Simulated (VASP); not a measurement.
Mo: single point with PBE

The system is Mo.

```xyz
1
Lattice="-1.5803 1.5803 1.5803 1.5803 -1.5803 1.5803 1.5803 1.5803 -1.5803" Properties=species:S:1:pos:R:3 pbc="T T T"
Mo    0.0000    0.0000    0.0000
```

```yaml
Program: VASP 6.6.1
Task: single point
Functional: PBE
Potentials_or_basis: VASP PAW PBE potentials, release 64 (Mo_sv)
Cutoff: 520 eV
k_mesh: 18 × 18 × 18
Occupations: gaussian, width 0.1 eV
Spin: no spin polarisation
Dipole_correction: no
Further_INCAR_settings: ALGO = Normal; EDIFF = 1e-07; NBANDS = 13
```

| Property | Result |
| --- | --- |
| Pressure | 0.5 GPa |
| Band gap on the k mesh | zero (band 7 reaches 16.36 eV, above the bottom of band 8 at 11.09 eV) |

Levels at points of the mesh, in eV from the Fermi level:
| k point | band 4 | band 5 | band 6 | band 7 | band 8 | band 9 | band 10 | band 11 |
| --- | --- | --- | --- | --- | --- | --- | --- | --- |
| (0.00, 0.00, 0.00) | -34.59 | -7.22 | -1.36 | -1.36 | -1.36 | 1.63 | 1.63 | 14.80 |
| (0.50, 0.00, 0.00) | -34.60 | -5.28 | -3.37 | 1.57 | 1.65 | 2.27 | 4.66 | 11.48 |
| (0.50, 0.50, 0.50) | -35.52 | -5.38 | -5.38 | 3.91 | 3.91 | 3.91 | 8.97 | 8.97 |

Wall time 14 s on 1 thread of Intel(R) Xeon(R) 6975P-C (Granite Rapids), on a shared host, peak memory 0.15 GiB.
